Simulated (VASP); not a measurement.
Mn, 1 atom in the cell. It takes space group Fm-3m (No. 225, cubic). Conventional cell: a = 3.475 Å, b = 3.475 Å, c = 3.475 Å, α = 90.00°, β = 90.00°, γ = 90.00°. Within 3.2 Å of Mn (site symmetry m-3m) lie 12 Mn at 2.46 Å.  This cell differs from its parent crystal: volume scaled by 1.04.

* Program: VASP 6.6.1
* Task: single point
* Functional: LDA
* Potentials or basis: VASP PAW LDA potentials, release 64 (Mn_pv)
* Cutoff: 520 eV
* k mesh: 18 × 18 × 18
* Occupations: fermi-dirac, width 0.1 eV
* Spin: no spin polarisation
* Dipole correction: no
* Further INCAR settings: ALGO = Normal; EDIFF = 1e-07; NBANDS = 12

Potentials or basis: VASP PAW LDA potentials, release 64 (Mn_pv).

Run with:

```sh
$ cat potpaw_LDA.64/Mn_pv/POTCAR > POTCAR
$ mpirun -np 1 vasp_std > vasp.out
```

Hardware: 1 thread of AMD EPYC 7R43 64-Core Processor (Zen 3) (shared host).

Q: How long does it take, and how much memory?

A: Run time: 28 s on 1 thread of AMD EPYC 7R43 64-Core Processor (Zen 3), on a shared host, peak memory 0.09 GiB. Counts: scf iterations 12, k points 195.
